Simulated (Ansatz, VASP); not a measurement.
**TiC in VASP and in Ansatz**

```
CELL_PARAMETERS angstrom
0.00000 2.19646 2.13154
2.19646 0.00000 2.13154
2.19646 2.19646 0.00000
ATOMIC_POSITIONS crystal
Ti 0.00000 0.00000 0.00000
C 0.50000 0.50000 0.50000
```

Change from the starting cell: strain +0.015 along x and y, -0.015 along z, atoms carried along.

Alike in both runs: task single point; functional PBE; k mesh 18 × 18 × 18; occupations gaussian, width 0.15 eV; no spin polarisation.

|  | VASP | Ansatz |
| --- | --- | --- |
| version | VASP 6.6.1 | Ansatz 0.2.0 |
| potentials or method | VASP PAW PBE potentials, release 64 (Ti_sv, C), cutoff 520 eV | scalar-relativistic, plane waves, PAW |
| valence electrons in the cell | 16 | 16 |

```tsv
	VASP	Ansatz	Ansatz less VASP
gap on the k mesh at the Fermi level (eV)	none	none	-
pressure (GPa)	-2.1	-2.3	-0.22
traceless stress, the component that is largest in VASP (GPa)	7.84	7.78	-0.058
```

A gap of «none» marks a metal or a gap that the smearing closes.
